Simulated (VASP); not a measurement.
A run of VASP 6.6.1 is set up as follows.

The input POSCAR:

```
TiO2
1.0
    4.5922000000      0.0000000000      0.0000000000
    0.0000000000      4.5922000000      0.0000000000
    0.0000000000      0.0000000000      2.9574000000
Ti O
2 4
Direct
    0.0000000000      0.0000000000      0.0000000000
    0.5000000000      0.5000000000      0.5000000000
    0.3049600000      0.3049600000      0.0000000000
    0.1950400000      0.8049600000      0.5000000000
    0.6950400000      0.6950400000      0.0000000000
    0.8049600000      0.1950400000      0.5000000000
```

The input INCAR.step1:

```
SYSTEM = TiO2
PREC = Accurate
ENCUT = 600
ISMEAR = 0
SIGMA = 0.02
LREAL = .FALSE.
LASPH = .TRUE.
NELM = 60
GGA = PE
ALGO = Normal
EDIFF = 1E-4
LWAVE = .TRUE.
LCHARG = .FALSE.
```

File INCAR.step2:

```
SYSTEM = TiO2
PREC = Accurate
ENCUT = 600
EDIFF = 1E-6
ISMEAR = 0
SIGMA = 0.02
LREAL = .FALSE.
LASPH = .TRUE.
NELM = 60
ALGO = Normal
ISIF = 3
LWAVE = .FALSE.
LCHARG = .FALSE.
METAGGA = R2SCAN
LMIXTAU = .TRUE.
IBRION = 2
NSW = 100
EDIFFG = -0.005
ISTART = 1
```

KPOINTS

```
regular mesh
0
G
  6 6 10
  0 0 0
```

Potentials or basis: VASP PAW PBE potentials, release 64 (Ti_sv, O).

Run with:

```sh
$ cat potpaw_PBE.64/Ti_sv/POTCAR potpaw_PBE.64/O/POTCAR > POTCAR
$ cp INCAR.step1 INCAR
$ mpirun -np 1 vasp_std > vasp.out
$ cp INCAR.step2 INCAR
$ mpirun -np 1 vasp_std > vasp.out
```

Q: What does it give for the relaxed cell?

A: a = 4.600 Å, b = 4.600 Å, c = 2.961 Å, α = 90.00°, β = 90.00°, γ = 90.00°.

Q: What does it give for the band gap on the k mesh?

A: 2.21 eV, direct.

Forces on the atoms (eV/Å):
```
Ti   0.000  0.000  0.000
Ti   0.000  0.000  0.000
O    0.002  0.002  0.000
O   -0.002  0.002  0.000
O   -0.002 -0.002  0.000
O    0.002 -0.002  0.000
```

Caveat: the PAW data sets were made with another functional, which shifts forces and pressure a little. r2SCAN opens gaps a little over a GGA but as a rule still falls short of measured ones.
